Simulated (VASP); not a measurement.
Mg8PS7 (a cell with a defect): relaxation of the atoms with PBEsol+D4

Mg8PS7 (a cell with a defect):

```xyz
16
Lattice="0.0000 5.2033 5.2033 5.2033 0.0000 5.2033 5.2033 5.2033 0.0000" Properties=species:S:1:pos:R:3 pbc="T T T"
Mg    0.0000    0.0000    0.0000
Mg    2.6016    2.6016    0.0000
Mg    2.6016    0.0000    2.6016
Mg    5.2033    2.6016    2.6016
Mg    0.0000    2.6016    2.6016
Mg    2.6016    5.2033    2.6016
Mg    2.6016    2.6016    5.2033
Mg    5.2033    5.2033    5.2033
P     2.6016    2.6016    2.6016
S     5.2033    5.2033    2.6016
S     5.2033    2.6016    5.2033
S     7.8049    5.2033    5.2033
S     2.6016    5.2033    5.2033
S     5.2033    7.8049    5.2033
S     5.2033    5.2033    7.8049
S     7.8049    7.8049    7.8049
```

```yaml
Program: VASP 6.6.1
Task: relaxation of the atoms
Functional: PBEsol
Dispersion: D4
Potentials_or_basis: VASP PAW PBE potentials, release 64 (Mg, P, S)
Cutoff: 520 eV
k_mesh: 2 × 2 × 2
Occupations: fermi-dirac, width 0.05 eV
Spin: no spin polarisation
Dipole_correction: no
Further_INCAR_settings: ALGO = Normal; EDIFF = 1e-07; IBRION = 2; EDIFFG = -0.05; NSW = 45
```

```
Energy gained by relaxing  : 0.2 meV/atom
Ionic steps                : 3
Pressure after relaxing    : -1.4 GPa
Band gap on the k mesh     : zero (an odd number of electrons rules out a gap without spin polarisation)
Dispersion energy per atom : -0.166 eV
```

The path:
```csv
step,energy change (eV),largest force (eV/Å),pressure (GPa)
1,0.0000,0.1179,-1.37
2,-0.0030,0.0562,-1.37
3,-0.0039,0.0002,-1.38
```

Final structure:
```
CELL_PARAMETERS angstrom
0.00000 5.20330 5.20330
5.20330 0.00000 5.20330
5.20330 5.20330 0.00000
ATOMIC_POSITIONS crystal
Mg 0.00000 0.00000 0.00000
Mg 0.99896 0.99896 0.50104
Mg 0.99896 0.50104 0.99896
Mg 0.99896 0.50104 0.50104
Mg 0.50104 0.99896 0.99896
Mg 0.50104 0.99896 0.50104
Mg 0.50104 0.50104 0.99896
Mg 0.50000 0.50000 0.50000
P 0.25000 0.25000 0.25000
S 0.25000 0.25000 0.75000
S 0.25000 0.75000 0.25000
S 0.25000 0.75000 0.75000
S 0.75000 0.25000 0.25000
S 0.75000 0.25000 0.75000
S 0.75000 0.75000 0.25000
S 0.75000 0.75000 0.75000
```

Levels at points of the mesh, in eV from the Fermi level:
| k point | band 28 | band 29 | band 30 | band 31 | band 32 | band 33 | band 34 | band 35 | band 36 | band 37 |
| --- | --- | --- | --- | --- | --- | --- | --- | --- | --- | --- |
| (0.00, 0.00, 0.00) | -0.92 | -0.92 | 0.16 | 0.16 | 0.16 | 2.07 | 2.07 | 2.12 | 3.12 | 3.58 |
| (0.50, 0.00, 0.00) | -1.53 | -1.00 | -1.00 | -0.09 | -0.09 | 3.65 | 3.69 | 3.69 | 3.70 | 3.70 |
| (0.50, 0.50, 0.00) | -1.54 | -1.30 | -1.29 | -0.38 | -0.38 | 4.32 | 4.37 | 4.57 | 4.80 | 4.80 |

Run time: 2.4 min on 1 thread of Intel(R) Xeon(R) Platinum 8259CL CPU @ 2.50GHz (Skylake/Cascade Lake), on a shared host, peak memory 0.46 GiB.

Caveat: the k points lie up to 0.52 Å⁻¹ apart, too coarse for converged energies and pressures of a metal; the PAW data sets were made with another functional, which shifts forces and pressure a little; an odd number of electrons without spin polarisation forces a metal; a magnetic or distorted state may lie lower.
